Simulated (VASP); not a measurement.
Write the native input for VASP 6.6.1 that does the following.

```yaml
Task: single point
Functional: PBE
Potentials_or_basis: VASP PAW PBE potentials, release 64 (Hf_pv, C)
Cutoff: 520 eV
k_mesh: 7 × 7 × 7
Occupations: fermi-dirac, width 0.05 eV
Spin: non-collinear spin, zero start, spin-orbit coupling
Starting_moments: "[[0.0, 0.0, 0.0], [0.0, 0.0, 0.0]] μB"
Dipole_correction: no
Further_INCAR_settings: ALGO = Normal; EDIFF = 1e-06; NBANDS = 26
```

The structure of HfC lies in POSCAR:

```
HfC
1.0
    0.0000000000      2.3250000000      2.3250000000
    2.3250000000      0.0000000000      2.3250000000
    2.3250000000      2.3250000000      0.0000000000
Hf C
1 1
Direct
    0.5000000000      0.5000000000      0.5000000000
    0.0000000000      0.0000000000      0.0000000000
```

The input as run:

INCAR

```
SYSTEM = HfC
ALGO     = Normal         ! electronic algorithm
EDIFF    = 1E-6           ! SCF threshold, eV
ENCUT    = 520            ! plane-wave cutoff, eV
GGA      = PE             ! functional
GGA_COMPAT= .FALSE.      
ISIF     = 2              ! what is computed and relaxed
ISMEAR   = -1             ! smearing method
LASPH    = .TRUE.         ! aspherical terms in the spheres
LCHARG   = .FALSE.        ! write CHGCAR
LMAXMIX  = 4              ! l up to which the mixer works
LNONCOLLINEAR= .TRUE.         ! non-collinear magnetism
LORBIT   = 11             ! projections on sites
LORBMOM  = .TRUE.       
LREAL    = .FALSE.        ! projectors in reciprocal space
LSORBIT  = .TRUE.         ! spin-orbit coupling
LWAVE    = .FALSE.        ! write WAVECAR
MAGMOM   = 0 0 0 0 0 0    ! initial moments
NBANDS   = 26             ! bands
NELM     = 150            ! most SCF steps
PREC     = Accurate       ! precision mode
SIGMA    = 0.05           ! smearing width, eV
```

KPOINTS

```
k-points
0
G
  7 7 7
  0 0 0
```

Potentials or basis: VASP PAW PBE potentials, release 64 (Hf_pv, C).

Launch:

```console
$ cat potpaw_PBE.64/Hf_pv/POTCAR potpaw_PBE.64/C/POTCAR > POTCAR
$ mpirun -np 1 vasp_ncl > vasp.out
```

It gave:

```yaml
Pressure: -0.6 GPa
Net_moment: 0.00 μB per cell
Valence_electrons_inside_the_program's_atomic_spheres: Hf 8.65; C 2.39
```

Run time: 11 s on 1 thread of Intel(R) Xeon(R) 6975P-C (Granite Rapids), with other jobs on the host, peak memory 0.2 GiB.
